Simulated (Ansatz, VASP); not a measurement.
**NiO: VASP beside Ansatz**

The input POSCAR:

```
NiO
1.0
    0.0000000000      2.2406300000      2.2406300000
    2.2406300000      0.0000000000      2.2406300000
    2.2406300000      2.2406300000      0.0000000000
Ni O
1 1
Direct
    0.0000000000      0.0000000000      0.0000000000
    0.7500000000      0.7500000000      0.7500000000
```

File INCAR.step1:

```
SYSTEM = NiO
PREC     = Accurate       ! precision mode
ENCUT    = 520            ! plane-wave cutoff, eV
EDIFF    = 1E-5           ! SCF threshold, eV
ISMEAR   = -1             ! smearing method
SIGMA    = 0.05           ! smearing width, eV
LREAL    = .False.        ! projectors in reciprocal space
LASPH    = .True.         ! aspherical terms in the spheres
NELM     = 150            ! most SCF steps
ALGO     = Normal         ! electronic algorithm
ISIF     = 2              ! what is computed and relaxed
LWAVE    = .True.         ! write WAVECAR
LCHARG   = .False.        ! write CHGCAR
ISPIN    = 2              ! spin polarisation
MAGMOM   = 1 0            ! initial moments
LORBIT   = 11             ! projections on sites
LMAXMIX  = 4              ! l up to which the mixer works
GGA      = PE             ! functional
NBANDS   = 19             ! bands
```

File INCAR.step2:

```
SYSTEM = NiO
PREC     = Accurate       ! precision mode
ENCUT    = 520            ! plane-wave cutoff, eV
EDIFF    = 1E-6           ! SCF threshold, eV
ISMEAR   = -1             ! smearing method
SIGMA    = 0.05           ! smearing width, eV
LREAL    = .False.        ! projectors in reciprocal space
LASPH    = .True.         ! aspherical terms in the spheres
NELM     = 150            ! most SCF steps
ALGO     = Normal         ! electronic algorithm
ISIF     = 2              ! what is computed and relaxed
LWAVE    = .False.        ! write WAVECAR
LCHARG   = .False.        ! write CHGCAR
ISPIN    = 2              ! spin polarisation
MAGMOM   = 1 0            ! initial moments
LORBIT   = 11             ! projections on sites
LMAXMIX  = 4              ! l up to which the mixer works
GGA      = PE             ! functional
LHFCALC  = .True.         ! exact exchange
HFSCREEN = 0.2079         ! screening, 1/A
PRECFOCK = Normal       
ISTART   = 1            
NBANDS   = 19             ! bands
```

The input KPOINTS:

```
regular mesh
0
Gamma
  5 5 5
  0 0 0
```

The input input:

```
crystal:
  lattice:
    - [0.0, 2.24063, 2.24063]
    - [2.24063, 0.0, 2.24063]
    - [2.24063, 2.24063, 0.0]
  atoms:
    - { symbol: Ni, position: [0.0, 0.0, 0.0], spin: 1.0 }
    - { symbol: O, position: [0.75, 0.75, 0.75] }
hamiltonian:
  xc: hse06
  pseudopotentials: { kind: paw }
magnetization:
  spin_polarized: true
kpoints:
  mp_grid: { grid: [5, 5, 5] }
  band_path:
    path:
      - [[0.0, 0.0, 0.0], [0.5, 0.0, 0.5], [0.5, 0.25, 0.75], [0.375, 0.375, 0.75], [0.0, 0.0, 0.0], [0.5, 0.5, 0.5], [0.625, 0.25, 0.625], [0.5, 0.25, 0.75], [0.5, 0.5, 0.5], [0.375, 0.375, 0.75]]
      - [[0.625, 0.25, 0.625], [0.5, 0.0, 0.5]]
    npoints: 4
scf:
  occupations: { method: fermi_dirac, width: 0.05 }
  n_extra_bands: 6
output:
  forces: true
  stress: true
  eigenvalues: true
  fatbands: false
```

Alike in both runs: functional HSE06; k mesh 5 × 5 × 5; occupations fermi-dirac, width 0.05 eV; collinear spin.

|  | VASP | Ansatz |
| --- | --- | --- |
| version | VASP 6.6.1 | Ansatz 0.2.0 |
| potentials or method | VASP PAW PBE potentials, release 64 (Ni, O) | Ansatz PAW |
| plane-wave cutoff (eV) | 520 | 420 |
| valence electrons in the cell | 16 | 24 |
| task | single point | band structure |

```csv
,VASP,Ansatz,Ansatz less VASP
gap on the k mesh at the Fermi level (eV),none,none,-
pressure (GPa),-3.3,-3.9,-0.59
net moment per atom (μB),1.00,1.00,0.000
size of the moment on the site where the two differ most (μB),1.65,1.67,+0.015
```

Site moments also hang on the region over which each program counts them. A gap of «none» marks a metal or a gap that the smearing closes. The functional is the same, so the differences come from potentials, cutoffs and numerics. VASP's potentials hold 16 valence electrons a cell and Ansatz's 24, so a difference there can come from the potentials and not from the codes.

The k mesh is coarse, so the values compare programs but aren't converged. Noted on Ansatz's run: the magnetic or orbital state may not be the lowest.
